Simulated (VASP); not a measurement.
# As in VASP: single point with PBE

Aim: the single point of As with PBE.

Everything below comes from runs of VASP 6.6.1. Logs are shortened: lines on timing, memory, paths and dates and some standing lists are left out, and cuts for length are marked.

## 1. The cell of the first run

The typed cell holds 2 atoms: a = 3.969 Å, b = 3.879 Å, c = 3.969 Å, α = 60.75°, β = 58.50°, γ = 60.75°.

## 2. Single point, PBE

The input, INCAR:

```
SYSTEM = As
ALGO = Normal ; EDIFF = 1E-6
ENCUT = 510 ; GGA = PE
GGA_COMPAT = .FALSE. ; ISIF = 2
ISMEAR = 0 ; LASPH = .TRUE.
LCHARG = .FALSE. ; LREAL = .FALSE.
LWAVE = .FALSE. ; NBANDS = 22
NELM = 120 ; PREC = Accurate
SIGMA = 0.1
```

The input, KPOINTS:

```
k-points
0
G
  6 6 6
  0 0 0
```

The input, POSCAR:

```
As
1.0
    0.0000000000      2.8688871074      2.7424691323
    2.7427733071      0.0000000000      2.7424691323
    2.7427733071      2.8688871074      0.0000000000
As
2
Direct
    0.2158118576      0.7841881424      0.2158118576
    0.7841881424      0.2158118576      0.7841881424
```

Potentials or basis: VASP PAW PBE potentials, release 64 (As_d).

Launch:

```console
> cat potpaw_PBE.64/As_d/POTCAR > POTCAR
> mpirun -np 1 vasp_std > vasp.out
```

OUTCAR:

```text
SYSTEM = As
   EDIFF = 1E-6
   ENCUT = 510
   GGA = PE
   ISIF = 2
   ISMEAR = 0
   LASPH = .TRUE.
   LREAL = .FALSE.
   NELM = 120
   PREC = Accurate

 ion  position               nearest neighbor table
   1  0.216  0.784  0.216-   2 2.48   2 2.77   2 2.77   2 2.77   2 2.77
   2  0.784  0.216  0.784-   1 2.48   1 2.77   1 2.77   1 2.77   1 2.77

  LATTYP: Found a face centered orthorhombic cell.
 ALAT       =     5.4849382646
 B/A-ratio  =     1.0001109128
 C/A-ratio  =     1.0460964077

  Lattice vectors:

 A1 = (   2.7427733071,   2.8688871074,   0.0000000000)
 A2 = (   0.0000000000,   2.8688871074,   2.7424691323)
 A3 = (   2.7427733071,   0.0000000000,   2.7424691323)

Analysis of symmetry for initial positions (statically):
=====================================================================
 Subroutine PRICEL returns:
 Original cell was already a primitive cell.

 Routine SETGRP: Setting up the symmetry group for a
 face centered orthorhombic supercell.

 Subroutine GETGRP returns: Found  8 space group operations
 (whereof  8 operations were pure point group operations)
 out of a pool of  8 trial point group operations.

The static configuration has the point symmetry D_2h.

Analysis of symmetry for dynamics (positions and initial velocities):
=====================================================================
 Subroutine PRICEL returns:
 Original cell was already a primitive cell.

 Routine SETGRP: Setting up the symmetry group for a
 face centered orthorhombic supercell.

 Subroutine GETGRP returns: Found  8 space group operations
 (whereof  8 operations were pure point group operations)
 out of a pool of  8 trial point group operations.

The dynamic configuration has the point symmetry D_2h.

 Subroutine INISYM returns: Found  8 space group operations
 (whereof  8 operations are pure point group operations),
 and found     1 'primitive' translations

----------------------------------------------------------------------------------------

                                     Primitive cell

  volume of cell :      43.1594

  direct lattice vectors                    reciprocal lattice vectors
     0.000000000  2.868887107  2.742469132    -0.182297239  0.174283609  0.182317458
     2.742773307  0.000000000  2.742469132     0.182297239 -0.174283609  0.182317458
     2.742773307  2.868887107  0.000000000     0.182297239  0.174283609 -0.182317458

  length of vectors
     3.968834864  3.878652131  3.969045055     0.311202049  0.311202049  0.311202049

  position of ions in fractional coordinates (direct lattice)
     0.215811858  0.784188142  0.215811858
     0.784188142  0.215811858  0.784188142

  ion indices of the primitive-cell ions
   primitive index   ion index
                 1           1
                 2           2

----------------------------------------------------------------------------------------

 KPOINTS: k-points

Automatic generation of k-mesh.
 Grid dimensions read from file:
 generate k-points for:    6    6    6

 Generating k-lattice:

  Cartesian coordinates                     Fractional coordinates (reciprocal lattice)
    -0.030382873  0.029047268  0.030386243     0.166666667  0.000000000  0.000000000
     0.030382873 -0.029047268  0.030386243     0.000000000  0.166666667  0.000000000
     0.030382873  0.029047268 -0.030386243     0.000000000  0.000000000  0.166666667

  Length of vectors
     0.051867008  0.051867008  0.051867008

  Shift w.r.t. Gamma in fractional coordinates (k-lattice)
     0.000000000  0.000000000  0.000000000

 Subroutine IBZKPT returns following result:
 ===========================================

 Found     46 irreducible k-points:

 Following reciprocal coordinates:
            Coordinates               Weight
  0.000000  0.000000  0.000000      1.000000
  0.166667 -0.000000 -0.000000      8.000000
  0.333333  0.000000 -0.000000      8.000000
  0.500000  0.000000 -0.000000      4.000000
  0.166667  0.166667  0.000000      2.000000
  0.333333  0.166667 -0.000000      8.000000
[... 16 lines left out ...]
 -0.166667  0.166667  0.166667      8.000000
  0.500000  0.333333  0.166667      4.000000
 [... further k-points ...]
   k-points           NKPTS =     46   k-points in BZ     NKDIM =     46   number of bands    NBANDS=     22
   number of dos      NEDOS =    301   number of ions     NIONS =      2
   total plane-waves  NPLWV =  27000
   dimension x,y,z NGX =    30 NGY =   30 NGZ =   30
   dimension x,y,z NGXF=    60 NGYF=   60 NGZF=   60
   ions per type =               2
   NGX,Y,Z   is equivalent  to a cutoff of  12.57, 12.86, 12.57 a.u.
   NGXF,Y,Z  is equivalent  to a cutoff of  25.13, 25.72, 25.13 a.u.
 SYSTEM =  As
   PREC   = accura    normal or accurate (medium, high low for compatibility)
   ISTART =      0    job   : 0-new  1-cont  2-samecut
   ICHARG =      2    charge: 1-file 2-atom 10-const
   ISPIN  =      1    spin polarized calculation?
   LNONCOLLINEAR =      F non collinear calculations
   LSORBIT =      F    spin-orbit coupling
   LASPH  =      T    aspherical Exc in radial PAW
   ENCUT  =  510.0 eV  37.48 Ry    6.12 a.u.   7.31  7.14  7.31*2*pi/ulx,y,z
   NELM   =    120;   NELMIN=  2; NELMDL= -5     # of ELM steps
   EDIFF  = 0.1E-05   stopping-criterion for ELM
   LREAL  =      F    real-space projection
   EDIFFG = 0.1E-04   stopping-criterion for IOM
   NSW    =      0    number of steps for IOM
   IBRION =     -1    ionic relax: 0-MD 1-quasi-New 2-CG
   NFREE  =      0    steps in history (QN), initial steepest desc. (CG)
   ISIF   =      2    stress and relaxation
   ISYM   =      2    0-nonsym 1-usesym 2-fastsym
   POTIM  = 0.5000    time-step for ionic-motion
   TEBEG  =    0.0;   TEEND  =   0.0 temperature during run
   PSTRESS=    0.0 pullay stress
   NELECT =      30.0000    total number of electrons
   NUPDOWN=      -1.0000    fix difference up-down
   EMIN   =  10.00;   EMAX   =-10.00  energy-range for DOS
   EFERMI =   0.00;   METHOD = LEGACY
   ISMEAR =     0;   SIGMA  =   0.10  broadening in eV -4-tet -1-fermi 0-gaus
   EFERMI_NEDOS =   21; number of points for ismear=-14 and -15
   IALGO  =     38    algorithm
   IMIX   =      4    mixing-type and parameters
     AMIX     =   0.40;   BMIX     =  1.00
     AMIX_MAG =   1.60;   BMIX_MAG =  1.00
  volume/ion in A,a.u.               =      21.58       145.63
  Fermi-wavevector in a.u.,A,eV,Ry     =   1.450185  2.740453 28.613567  2.103038
  Thomas-Fermi vector in A             =   2.567826
   LORBIT       =      0    0 simple, 1 ext, 2 COOP (PROOUT), +10 PAW based schemes
   GGA     = PE    functional components
   LHFCALC =     F    Hartree Fock is set to
   AEXX    =    0.0000 exact exchange contribution
   IVDW    =     0    specifies the selected vdW correction
   LEPSILON=     F    determine dielectric tensor
   LRPA    =     F    only Hartree local field effects (RPA)
 non-spin polarized calculation
 Gauss-broadening in eV      SIGMA  =   0.10
  energy-cutoff  :      510.00
  volume of cell :       43.16
 maximum number of plane-waves:      1140
 NGX is ok and might be reduce to    30
   NGX = 15   NGY = 15   NGZ = 15

 number of electron      29.9999980 magnetization

 Free energy of the ion-electron system (eV)
  ---------------------------------------------------
  ext. energy  EPLUGINS =         0.00000000
  ---------------------------------------------------
  free energy    TOTEN  =        -9.26154789 eV

  energy without entropy =       -9.25977911  energy(sigma->0) =       -9.26066350

 E-fermi :   3.6540     XC(G=0): -10.6927

 val. band max:        3.6047924195   @ k =  -0.1667   0.0000   0.1667
 cond. band min:       3.7098075054   @ k =  -0.1667   0.0000   0.1667
 fundamental gap:      0.1050150860
 Fermi energy:         3.6539558494

 k-point     1 :       0.0000    0.0000    0.0000
  band No.  band energies     occupation
      1     -32.5694      2.00000
      2     -32.5413      2.00000
      3     -32.5141      2.00000
      4     -32.5141      2.00000
      5     -32.5045      2.00000
      6     -32.4642      2.00000
[... 14 lines left out ...]
     21      10.6752      0.00000
     22      11.7278      0.00000

 k-point     2 :       0.1667   -0.0000   -0.0000
  band No.  band energies     occupation
      1     -32.5648      2.00000
      2     -32.5356      2.00000
      3     -32.5117      2.00000
      4     -32.5103      2.00000
      5     -32.5016      2.00000
      6     -32.4666      2.00000
[... 14 lines left out ...]
     21      10.4671      0.00000
     22      13.3731      0.00000

 k-point     3 :       0.3333    0.0000   -0.0000
  band No.  band energies     occupation
      1     -32.5541      2.00000
      2     -32.5211      2.00000
      3     -32.5075      2.00000
      4     -32.5009      2.00000
      5     -32.4939      2.00000
      6     -32.4734      2.00000
[... 14 lines left out ...]
     21      12.2390      0.00000
     22      15.9720      0.00000

 k-point     4 :       0.5000    0.0000   -0.0000
  band No.  band energies     occupation
      1     -32.5475      2.00000
      2     -32.5097      2.00000
      3     -32.5065      2.00000
      4     -32.4954      2.00000
      5     -32.4855      2.00000
      6     -32.4813      2.00000
[... 14 lines left out ...]
     21      14.9248      0.00000
     22      15.0714      0.00000

 k-point     5 :       0.1667    0.1667    0.0000
  band No.  band energies     occupation
      1     -32.5666      2.00000
      2     -32.5305      2.00000
      3     -32.5147      2.00000
      4     -32.5057      2.00000
      5     -32.4985      2.00000
      6     -32.4696      2.00000
[... 417 lines left out ...]
 k-point    22 :      -0.3333    0.1667    0.1667
  band No.  band energies     occupation
      1     -32.5519      2.00000
      2     -32.5100      2.00000
      3     -32.5056      2.00000
      4     -32.4955      2.00000
      5     -32.4850      2.00000
      6     -32.4812      2.00000
[... 14 lines left out ...]
     21      15.1365      0.00000
     22      15.5976      0.00000

 k-point    23 :      -0.1667    0.1667    0.1667
  band No.  band energies     occupation
      1     -32.5610      2.00000
      2     -32.5182      2.00000
      3     -32.5114      2.00000
      4     -32.4974      2.00000
      5     -32.4913      2.00000
      6     -32.4777      2.00000
[... 14 lines left out ...]
     21      13.2867      0.00000
     22      14.5956      0.00000

 k-point    24 :       0.5000    0.3333    0.1667
  band No.  band energies     occupation
      1     -32.5571      2.00000
      2     -32.5113      2.00000
      3     -32.5065      2.00000
      4     -32.5002      2.00000
      5     -32.4875      2.00000
      6     -32.4777      2.00000
[... 14 lines left out ...]
     21      14.5081      0.00000
     22      15.2902      0.00000

 [... further k-points ...]

------------------------ aborting loop because EDIFF is reached ----------------------------------------

  FORCE on cell =-STRESS in cart. coord.  units (eV):
  Direction    XX          YY          ZZ          XY          YZ          ZX
  --------------------------------------------------------------------------------------
  -------------------------------------------------------------------------------------
  Total        0.1136947      0.1181928      0.1191318      0.0000000      0.0000000      0.0000000
  in kB        4.2206158      4.3875937      4.4224541      0.0000000      0.0000000      0.0000000
  external PRESSURE =       4.3435545 kB  Pullay stress =       0.0000000 kB

 VOLUME and BASIS-vectors are now :
 -----------------------------------------------------------------------------
  energy-cutoff  :      510.00
  volume of cell :       43.16
      direct lattice vectors                 reciprocal lattice vectors
     0.000000000  2.868887107  2.742469132    -0.182297239  0.174283609  0.182317458
     2.742773307  0.000000000  2.742469132     0.182297239 -0.174283609  0.182317458
     2.742773307  2.868887107  0.000000000     0.182297239  0.174283609 -0.182317458

 POSITION                                       TOTAL-FORCE (eV/Angst)
 -----------------------------------------------------------------------------------
      2.74277      1.23828      2.74247         0.000000      0.032377      0.000000
      2.74277      4.49949      2.74247         0.000000     -0.032377      0.000000
 -----------------------------------------------------------------------------------
    total drift:                                0.000000      0.000000      0.000000

  FREE ENERGIE OF THE ION-ELECTRON SYSTEM (eV)
  ---------------------------------------------------
  free  energy   TOTEN  =        -9.2615478913 eV

  energy  without entropy=       -9.2597791084  energy(sigma->0) =       -9.26066350
```

Run time: 70 s. Hardware: 1 thread of AMD EPYC 7R43 (Zen 3), shared host; peak memory 0.14 GiB.

Results:

```yaml
Free_energy: -9.2615 eV
Pressure: 0.4 GPa
Largest_force: 0.032 eV/Å
Band_gap_on_the_k_mesh: zero (bands 15 and 16 overlap by 0.36 eV)
```

Forces in eV/Å, atoms in the order of the input:
```
As   0.000  0.032  0.000
As   0.000 -0.032  0.000
```

The gap in the log of VASP goes by the Fermi energy; the results here count the filled bands.